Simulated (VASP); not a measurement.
# Al (Fm-3m) in VASP: a series of runs

Al is run at these levels: LDA, PBE+D4; tasks: single point.

Program: VASP 6.6.1. These are calculated values, not measurements. Logs are shortened: lines on timing, memory, paths and dates and some standing lists are left out, and cuts for length are marked.

**1. The cell of the first run**

The structure is cubic, space group Fm-3m (No. 225). The conventional cell has a = 4.103 Å, b = 4.103 Å, c = 4.103 Å, α = 90.00°, β = 90.00°, γ = 90.00°. Within 3.8 Å of Al (site symmetry m-3m) lie 12 Al at 2.90 Å.

**2. Single point, LDA**

Input file INCAR:

```
SYSTEM = Al
PREC     = Accurate       ! precision mode
ENCUT    = 520            ! plane-wave cutoff, eV
EDIFF    = 1E-6           ! SCF threshold, eV
ISMEAR   = -1             ! smearing method
SIGMA    = 0.05           ! smearing width, eV
LREAL    = .FALSE.        ! projectors in reciprocal space
LASPH    = .TRUE.         ! aspherical terms in the spheres
NELM     = 80             ! most SCF steps
ALGO     = Normal         ! electronic algorithm
ISIF     = 2              ! what is computed and relaxed
LWAVE    = .FALSE.        ! write WAVECAR
LCHARG   = .FALSE.        ! write CHGCAR
GGA      = CA             ! functional
NBANDS   = 8              ! bands
```

Input file KPOINTS:

```
regular mesh
0
G
  11 11 11
  0 0 0
```

Input file POSCAR:

```
Al
1.0
    0.0000000000      2.0514502267      2.0514502267
    2.0514502267      0.0000000000      2.0514502267
    2.0514502267      2.0514502267      0.0000000000
Al
1
Direct
    0.0000000000      0.0000000000      0.0000000000
```

Potentials or basis: VASP PAW LDA potentials, release 64 (Al).

Launch:

```
$ cat potpaw_LDA.64/Al/POTCAR > POTCAR
$ mpirun -np 1 vasp_std > vasp.out
```

OUTCAR:

```text
SYSTEM = Al
   PREC = Accurate
   ENCUT = 520
   EDIFF = 1E-6
   ISMEAR = -1
   LREAL = .FALSE.
   LASPH = .TRUE.
   NELM = 80
   ISIF = 2
   GGA = CA

 ion  position               nearest neighbor table
   1  0.000  0.000  0.000-

  LATTYP: Found a face centered cubic cell.
 ALAT       =     4.1029004534

  Lattice vectors:

 A1 = (   0.0000000000,   2.0514502267,   2.0514502267)
 A2 = (   2.0514502267,   0.0000000000,   2.0514502267)
 A3 = (   2.0514502267,   2.0514502267,   0.0000000000)

Analysis of symmetry for initial positions (statically):
=====================================================================
 Subroutine PRICEL returns:
 Original cell was already a primitive cell.

 Routine SETGRP: Setting up the symmetry group for a
 face centered cubic supercell.

 Subroutine GETGRP returns: Found 48 space group operations
[... 9 lines left out ...]

 Routine SETGRP: Setting up the symmetry group for a
 face centered cubic supercell.

 Subroutine GETGRP returns: Found 48 space group operations
 (whereof 48 operations were pure point group operations)
 out of a pool of 48 trial point group operations.

The dynamic configuration has the point symmetry O_h .

 Subroutine INISYM returns: Found 48 space group operations
 (whereof 48 operations are pure point group operations),
 and found     1 'primitive' translations

----------------------------------------------------------------------------------------

                                     Primitive cell

  volume of cell :      17.2668

  direct lattice vectors                    reciprocal lattice vectors
     0.000000000  2.051450227  2.051450227    -0.243730018  0.243730018  0.243730018
     2.051450227  0.000000000  2.051450227     0.243730018 -0.243730018  0.243730018
     2.051450227  2.051450227  0.000000000     0.243730018  0.243730018 -0.243730018

  length of vectors
     2.901188733  2.901188733  2.901188733     0.422152774  0.422152774  0.422152774

  position of ions in fractional coordinates (direct lattice)
     0.000000000  0.000000000  0.000000000

  ion indices of the primitive-cell ions
   primitive index   ion index
                 1           1

----------------------------------------------------------------------------------------

 KPOINTS: regular mesh

Automatic generation of k-mesh.
 Grid dimensions read from file:
 generate k-points for:   11   11   11

 Generating k-lattice:

  Cartesian coordinates                     Fractional coordinates (reciprocal lattice)
    -0.022157274  0.022157274  0.022157274     0.090909091  0.000000000  0.000000000
     0.022157274 -0.022157274  0.022157274     0.000000000  0.090909091  0.000000000
     0.022157274  0.022157274 -0.022157274     0.000000000  0.000000000  0.090909091

  Length of vectors
     0.038377525  0.038377525  0.038377525

  Shift w.r.t. Gamma in fractional coordinates (k-lattice)
     0.000000000  0.000000000  0.000000000

 Subroutine IBZKPT returns following result:
 ===========================================

 Found     56 irreducible k-points:

 Following reciprocal coordinates:
            Coordinates               Weight
  0.000000  0.000000  0.000000      1.000000
  0.090909  0.000000  0.000000      8.000000
  0.181818  0.000000  0.000000      8.000000
  0.272727  0.000000  0.000000      8.000000
  0.363636  0.000000  0.000000      8.000000
  0.454545  0.000000  0.000000      8.000000
[... 16 lines left out ...]
 -0.272727  0.181818  0.000000     24.000000
 -0.181818  0.181818  0.000000     12.000000
 [... further k-points ...]
   k-points           NKPTS =     56   k-points in BZ     NKDIM =     56   number of bands    NBANDS=      8
   number of dos      NEDOS =    301   number of ions     NIONS =      1
   total plane-waves  NPLWV =  13824
   dimension x,y,z NGX =    24 NGY =   24 NGZ =   24
   dimension x,y,z NGXF=    48 NGYF=   48 NGZF=   48
   ions per type =               1
   NGX,Y,Z   is equivalent  to a cutoff of  13.75, 13.75, 13.75 a.u.
   NGXF,Y,Z  is equivalent  to a cutoff of  27.51, 27.51, 27.51 a.u.
 SYSTEM =  Al
   PREC   = accura    normal or accurate (medium, high low for compatibility)
   ISTART =      0    job   : 0-new  1-cont  2-samecut
   ICHARG =      2    charge: 1-file 2-atom 10-const
   ISPIN  =      1    spin polarized calculation?
   LNONCOLLINEAR =      F non collinear calculations
   LSORBIT =      F    spin-orbit coupling
   LASPH  =      T    aspherical Exc in radial PAW
   ENCUT  =  520.0 eV  38.22 Ry    6.18 a.u.   5.39  5.39  5.39*2*pi/ulx,y,z
   NELM   =     80;   NELMIN=  2; NELMDL= -5     # of ELM steps
   EDIFF  = 0.1E-05   stopping-criterion for ELM
   LREAL  =      F    real-space projection
   EDIFFG = 0.1E-04   stopping-criterion for IOM
   NSW    =      0    number of steps for IOM
   IBRION =     -1    ionic relax: 0-MD 1-quasi-New 2-CG
   NFREE  =      0    steps in history (QN), initial steepest desc. (CG)
   ISIF   =      2    stress and relaxation
   ISYM   =      2    0-nonsym 1-usesym 2-fastsym
   POTIM  = 0.5000    time-step for ionic-motion
   TEBEG  =    0.0;   TEEND  =   0.0 temperature during run
   PSTRESS=    0.0 pullay stress
   NELECT =       3.0000    total number of electrons
   NUPDOWN=      -1.0000    fix difference up-down
   EMIN   =  10.00;   EMAX   =-10.00  energy-range for DOS
   EFERMI =   0.00;   METHOD = LEGACY
   ISMEAR =    -1;   SIGMA  =   0.05  broadening in eV -4-tet -1-fermi 0-gaus
   EFERMI_NEDOS =   21; number of points for ismear=-14 and -15
   IALGO  =     38    algorithm
   IMIX   =      4    mixing-type and parameters
     AMIX     =   0.40;   BMIX     =  1.00
     AMIX_MAG =   1.60;   BMIX_MAG =  1.00
  volume/ion in A,a.u.               =      17.27       116.52
  Fermi-wavevector in a.u.,A,eV,Ry     =   0.913505  1.726274 11.353945  0.834491
  Thomas-Fermi vector in A             =   2.038024
   LORBIT       =      0    0 simple, 1 ext, 2 COOP (PROOUT), +10 PAW based schemes
   GGA     = CA    functional components
   LHFCALC =     F    Hartree Fock is set to
   AEXX    =    0.0000 exact exchange contribution
   IVDW    =     0    specifies the selected vdW correction
   LEPSILON=     F    determine dielectric tensor
   LRPA    =     F    only Hartree local field effects (RPA)
 non-spin polarized calculation
  energy-cutoff  :      520.00
  volume of cell :       17.27
 maximum number of plane-waves:       483
 NGX is ok and might be reduce to    24
   NGX = 11   NGY = 11   NGZ = 11

 number of electron       3.0000000 magnetization

 Free energy of the ion-electron system (eV)
  ---------------------------------------------------
  ext. energy  EPLUGINS =         0.00000000
  ---------------------------------------------------
  free energy    TOTEN  =        -4.17221552 eV

  energy without entropy =       -4.16808666  energy(sigma->0) =       -4.17015109

 E-fermi :   7.3456     XC(G=0): -10.1769

 val. band max:        7.1025315427   @ k =  -0.2727   0.2727   0.0909
 cond. band min:       7.3535992373   @ k =  -0.4545   0.3636   0.0000
 fundamental gap:      0.2510676946
 Fermi energy:         7.3456370612

 k-point     1 :       0.0000    0.0000    0.0000
  band No.  band energies     occupation
      1      -3.4632      2.00000
      2      19.6567      0.00000
      3      19.6567      0.00000
      4      19.6567      0.00000
      5      20.6366      0.00000
      6      20.6366      0.00000
      7      20.6366      0.00000
      8      23.6152      0.00000

 k-point     2 :       0.0909    0.0000    0.0000
  band No.  band energies     occupation
      1      -3.2458      2.00000
      2      16.7222      0.00000
      3      18.9048      0.00000
      4      18.9048      0.00000
      5      21.5171      0.00000
      6      21.6986      0.00000
      7      21.6986      0.00000
      8      25.0725      0.00000

 k-point     3 :       0.1818    0.0000    0.0000
  band No.  band energies     occupation
      1      -2.5957      2.00000
      2      13.1823      0.00000
      3      18.1527      0.00000
      4      18.1527      0.00000
      5      21.3688      0.00000
      6      22.5382      0.00000
      7      22.5382      0.00000
      8      24.2290      0.00000

 k-point     4 :       0.2727    0.0000    0.0000
  band No.  band energies     occupation
      1      -1.5185      2.00000
      2       9.8535      0.00000
      3      17.7391      0.00000
      4      17.7391      0.00000
      5      21.1554      0.00000
      6      21.1554      0.00000
      7      21.1936      0.00000
      8      25.1715      0.00000

 k-point     5 :       0.3636    0.0000    0.0000
  band No.  band energies     occupation
      1      -0.0235      2.00000
      2       6.8362      1.99992
      3      17.6823      0.00000
      4      17.6823      0.00000
      5      19.7924      0.00000
      6      19.7924      0.00000
      7      21.2747      0.00000
      8      23.7216      0.00000

 k-point     6 :       0.4545    0.0000    0.0000
  band No.  band energies     occupation
      1       1.8773      2.00000
      2       4.1699      2.00000
      3      17.9570      0.00000
      4      17.9570      0.00000
      5      18.7906      0.00000
      6      18.7906      0.00000
      7      21.6824      0.00000
      8      22.5879      0.00000

 k-point     7 :       0.0909    0.0909    0.0000
  band No.  band energies     occupation
      1      -3.1734      2.00000
      2      17.6488      0.00000
      3      17.6488      0.00000
      4      18.1472      0.00000
      5      19.9977      0.00000
      6      23.0471      0.00000
      7      23.0471      0.00000
      8      23.2433      0.00000

 k-point     8 :       0.1818    0.0909    0.0000
  band No.  band energies     occupation
      1      -2.6677      2.00000
      2      14.4730      0.00000
      3      16.7373      0.00000
      4      18.1304      0.00000
      5      20.3210      0.00000
      6      21.3732      0.00000
      7      23.5184      0.00000
      8      24.3742      0.00000

 k-point     9 :       0.2727    0.0909    0.0000
  band No.  band energies     occupation
      1      -1.7333      2.00000
      2      11.0931      0.00000
      3      16.1906      0.00000
      4      17.7520      0.00000
      5      18.9911      0.00000
      6      22.5749      0.00000
      7      23.5474      0.00000
      8      23.5492      0.00000

 k-point    10 :       0.3636    0.0909    0.0000
  band No.  band energies     occupation
      1      -0.3782      2.00000
      2       7.9792      0.00001
      3      16.0124      0.00000
      4      17.3731      0.00000
      5      17.6881      0.00000
      6      22.1629      0.00000
      7      23.1685      0.00000
      8      24.9685      0.00000
[... 78 lines left out ...]
 k-point    18 :       0.2727    0.1818    0.0000
  band No.  band energies     occupation
      1      -1.5184      2.00000
      2      12.6495      0.00000
      3      15.0094      0.00000
      4      16.4428      0.00000
      5      16.5032      0.00000
      6      19.3562      0.00000
      7      26.1277      0.00000
      8      26.7531      0.00000

 k-point    19 :       0.3636    0.1818    0.0000
  band No.  band energies     occupation
      1      -0.3073      2.00000
      2       9.4947      0.00000
      3      14.7038      0.00000
      4      14.7607      0.00000
      5      16.3743      0.00000
      6      21.4456      0.00000
      7      24.8532      0.00000
      8      26.7767      0.00000

 k-point    20 :       0.4545    0.1818    0.0000
  band No.  band energies     occupation
      1       1.3151      2.00000
      2       6.6236      2.00000
      3      13.3890      0.00000
      4      14.7699      0.00000
      5      16.5168      0.00000
      6      23.6729      0.00000
      7      23.8910      0.00000
      8      26.6665      0.00000

 k-point    21 :      -0.4545    0.1818    0.0000
  band No.  band energies     occupation
      1       3.3332      2.00000
      2       4.0995      2.00000
      3      12.4051      0.00000
      4      15.2072      0.00000
      5      17.0260      0.00000
      6      22.7876      0.00000
      7      25.0975      0.00000
      8      27.5455      0.00000

 k-point    22 :      -0.3636    0.1818    0.0000
  band No.  band energies     occupation
      1       1.9464      2.00000
      2       5.7301      2.00000
      3      11.8233      0.00000
      4      16.0138      0.00000
      5      17.9191      0.00000
      6      22.2476      0.00000
      7      24.7385      0.00000
      8      27.6264      0.00000

 k-point    23 :      -0.2727    0.1818    0.0000
  band No.  band energies     occupation
      1       0.1888      2.00000
      2       8.4511      0.00000
      3      11.6765      0.00000
      4      17.1831      0.00000
      5      19.1794      0.00000
      6      22.0595      0.00000
      7      24.3149      0.00000
      8      24.8392      0.00000

 k-point    24 :      -0.1818    0.1818    0.0000
  band No.  band energies     occupation
      1      -1.1611      2.00000
      2      11.0863      0.00000
      3      12.3429      0.00000
      4      18.6876      0.00000
      5      20.7513      0.00000
      6      21.8929      0.00000
      7      22.7170      0.00000
      8      23.6917      0.00000

 [... further k-points ...]
[... 5 lines left out ...]
  --------------------------------------------------------------------------------------
  -------------------------------------------------------------------------------------
  Total       -0.6523616     -0.6523616     -0.6523616     -0.0000000      0.0000000     -0.0000000
  in kB      -60.5321406    -60.5321406    -60.5321406     -0.0000000      0.0000000     -0.0000000
  external PRESSURE =     -60.5321406 kB  Pullay stress =       0.0000000 kB

 VOLUME and BASIS-vectors are now :
 -----------------------------------------------------------------------------
  energy-cutoff  :      520.00
  volume of cell :       17.27
      direct lattice vectors                 reciprocal lattice vectors
     0.000000000  2.051450227  2.051450227    -0.243730018  0.243730018  0.243730018
     2.051450227  0.000000000  2.051450227     0.243730018 -0.243730018  0.243730018
     2.051450227  2.051450227  0.000000000     0.243730018  0.243730018 -0.243730018

 POSITION                                       TOTAL-FORCE (eV/Angst)
 -----------------------------------------------------------------------------------
      0.00000      0.00000      0.00000         0.000000      0.000000      0.000000
 -----------------------------------------------------------------------------------
    total drift:                                0.000000     -0.000000     -0.000000

  FREE ENERGIE OF THE ION-ELECTRON SYSTEM (eV)
  ---------------------------------------------------
  free  energy   TOTEN  =        -4.1722155156 eV

  energy  without entropy=       -4.1680866646  energy(sigma->0) =       -4.17015109
```

It took 3.3 s on 1 thread of Intel Xeon 6975P-C, shared host; peak memory 0.12 GiB.

What came out:

```yaml
Free_energy: -4.1722 eV
Pressure: -6.1 GPa
```

**3. Single point, LDA**

This run uses another cell than the first one, of 17.60 Å³/atom, 1.019 times its volume.

Input file INCAR:

```
PREC = Accurate
ENCUT = 520
EDIFF = 1E-7
ISMEAR = -1
SIGMA = 0.05
LREAL = False
LASPH = True
NELM = 60
ALGO = Normal
ISIF = 2
LWAVE = False
LCHARG = True
LELF = True
LVHAR = True
NBANDS = 8
```

Input file KPOINTS:

```
Automatic mesh
0
Gamma
  11 11 11
```

Input file POSCAR:

```
Al
1.0
    0.0000000000      2.0645171409      2.0645171409
    2.0645171409      0.0000000000      2.0645171409
    2.0645171409      2.0645171409      0.0000000000
Al
1
Direct
    0.0000000000      0.0000000000      0.0000000000
```

Potentials or basis: VASP PAW LDA potentials, release 64 (Al).

Launch:

```
$ cat potpaw_LDA.64/Al/POTCAR > POTCAR
$ mpirun -np 1 vasp_std > vasp.out
```

It took 3.6 s on 1 thread of Intel Xeon 6975P-C, shared host; peak memory 0.12 GiB.

The run converged. Its results:

```
Free energy : -4.1586 eV
Pressure    : -7.1 GPa
```

Levels at points of the mesh, in eV from the Fermi level:
| k point | band 1 | band 2 | band 3 | band 4 | band 5 |
| --- | --- | --- | --- | --- | --- |
| (0.00, 0.00, 0.00) | -10.68 | 12.21 | 12.21 | 12.21 | 13.05 |

(Part 1 of 2 ends here.)
